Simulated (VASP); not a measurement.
The system is Bi.

```xyz
4
Lattice="3.7468 0.0000 0.0000 -1.8734 3.2448 0.0000 0.0000 0.0000 12.0841" Properties=species:S:1:pos:R:3 pbc="T T T"
Bi    0.0000    0.0000    0.0000
Bi    0.0000    0.0000    6.0421
Bi    0.0000    2.1632    9.0631
Bi    1.8734    1.0816    3.0210
```

This isn't the form of Bi at room conditions, which is rhombohedral.

| Property | Result |
| --- | --- |
| Program | VASP 6.6.1 |
| Task | relaxation of cell and atoms |
| Functional | PBEsol |
| Potentials or basis | VASP PAW PBE potentials, release 64 (Bi_d) |
| Cutoff | 600 eV |
| k mesh | 6 × 6 × 2 |
| Occupations | gaussian, width 0.1 eV |
| Spin | no spin polarisation |

At the start: pressure -8.0 GPa; volume 36.73 Å³/atom.

Question: How do energy, volume and symmetry change on relaxing?

Answer: Over 4 steps the energy falls by 215.0 meV/atom and the volume is 29.83 Å³/atom (-18.8 %); space group P6_3/mmc (No. 194, to 0.1 Å) before and after.

The path:
```tsv
step	energy change (eV)	largest force (eV/Å)	pressure (GPa)	volume (Å³)
1	0.0000	0.0000	-7.98	146.91
2	-0.7250	0.0000	5.31	111.32
3	-0.8455	0.0000	0.11	119.39
4	-0.8599	0.0000	0.09	119.34
```

Final structure:
```
CELL_PARAMETERS angstrom
3.45155 0.00000 0.00000
-1.72577 2.98913 0.00000
0.00000 0.00000 11.56699
ATOMIC_POSITIONS crystal
Bi 0.00000 0.00000 0.00000
Bi 0.00000 0.00000 0.50000
Bi 0.33333 0.66667 0.75000
Bi 0.66667 0.33333 0.25000
```

Caveat: the volume moved by over 15 % at a fixed basis, so the end points are rough; the PAW data sets were made with another functional, which shifts forces and pressure a little.
